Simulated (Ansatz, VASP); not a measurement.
# Zr2N: VASP beside Ansatz

```
Zr N
1.0
     5.41300    0.00000    0.00000
     0.00000    5.41300    0.00000
     0.00000    0.00000    3.30779
Zr N
4 2
Direct
  0.29613 0.29613 0.00000
  0.70387 0.70387 0.00000
  0.79613 0.20387 0.50000
  0.20387 0.79613 0.50000
  0.00000 0.00000 0.00000
  0.50000 0.50000 0.50000
```

Alike in both runs: task single point; functional PBEsol; k mesh 8 × 8 × 12; occupations gaussian, width 0.1 eV; no spin polarisation.

|  | VASP | Ansatz |
| --- | --- | --- |
| version | VASP 6.6.1 | Ansatz 0.2.0 |
| potentials or method | VASP PAW PBE potentials, release 64 (Zr_sv, N), cutoff 520 eV | scalar-relativistic, plane waves, PAW |
| valence electrons in the cell | 58 | 58 |

```tsv
	VASP	Ansatz	Ansatz less VASP
gap on the k mesh at the Fermi level (eV)	none	none	-
pressure (GPa)	-4.6	-4.9	-0.23
traceless stress, the component that is largest in VASP (GPa)	-0.50	-0.51	-0.014
rms of the force components (eV/Å)	0.026	0.029	+0.0025
```

VASP's potentials were made for PBE, not for PBEsol. Atom by atom the forces differ by 0.002 eV/Å (rms over components). A gap of «none» marks a metal or a gap that the smearing closes. With one functional, cell and mesh, what is left measures potentials, basis and numerics.
